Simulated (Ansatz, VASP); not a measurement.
# Zr in VASP and in Ansatz

Contents of INCAR:

```
SYSTEM = Zr
PREC = Accurate
ENCUT = 600
EDIFF = 1E-6
ISMEAR = -1
SIGMA = 0.05
LREAL = .FALSE.
LASPH = .TRUE.
NELM = 80
ALGO = Normal
ISIF = 3
LWAVE = .FALSE.
LCHARG = .FALSE.
GGA = PS
IVDW = 12
IBRION = 2
NSW = 80
EDIFFG = -0.01
```

File KPOINTS:

```
Automatic mesh
0
G
  9 9 5
  0 0 0
```

POSCAR

```
Zr
1.0
    3.2320000000      0.0000000000      0.0000000000
   -1.6160000000      2.7989941050      0.0000000000
    0.0000000000      0.0000000000      5.1470000000
Zr
2
Direct
    0.6666666667      0.3333333333      0.7500000000
    0.3333333333      0.6666666667      0.2500000000
```

The input input.yaml:

```yaml
crystal:
  lattice:
    - [3.232, 0.0, 0.0]
    - [-1.616, 2.798994105, 0.0]
    - [0.0, 0.0, 5.147]
  atoms:
    - { symbol: Zr, position: [0.6666666667, 0.3333333333, 0.75] }
    - { symbol: Zr, position: [0.3333333333, 0.6666666667, 0.25] }
kpoints:
  mp_grid: { grid: [9, 9, 5] }
scf:
  occupations: { method: fermi_dirac, width: 0.05 }
hamiltonian:
  xc: pbesol
  dispersion: d3bj
  pseudopotentials: { kind: all_electron, lapw: { basis_error: 0.001 } }
output:
  forces: true
  stress: true
relax:
  f_tol: 0.01
  max_steps: 60
  cell: {}
```

Alike in both runs: task relaxation of cell and atoms; functional PBEsol; dispersion D3(BJ); k mesh 9 × 9 × 5; occupations fermi-dirac, width 0.05 eV; no spin polarisation.

```csv
,VASP,Ansatz
version,VASP 6.6.1,Ansatz 0.2.0
potentials or method,"VASP PAW PBE potentials, release 64 (Zr_sv), cutoff 600 eV","all-electron LAPW, scalar-relativistic"
```

Ansatz gave:

| Quantity | Value |
| --- | --- |
| relaxed volume (Å³/atom) | 21.49 |
| relaxed length of the cell vector where the two differ most in proportion (Å) | 3.130 |

Question: Estimate VASP's values.

Answer: Relaxed volume (Å³/atom): 21.50; relaxed length of the cell vector where the two differ most in proportion (Å): 3.131.

VASP's potentials were made for PBE, not for PBEsol. Ansatz ran all-electron here, and VASP with PAW potentials.
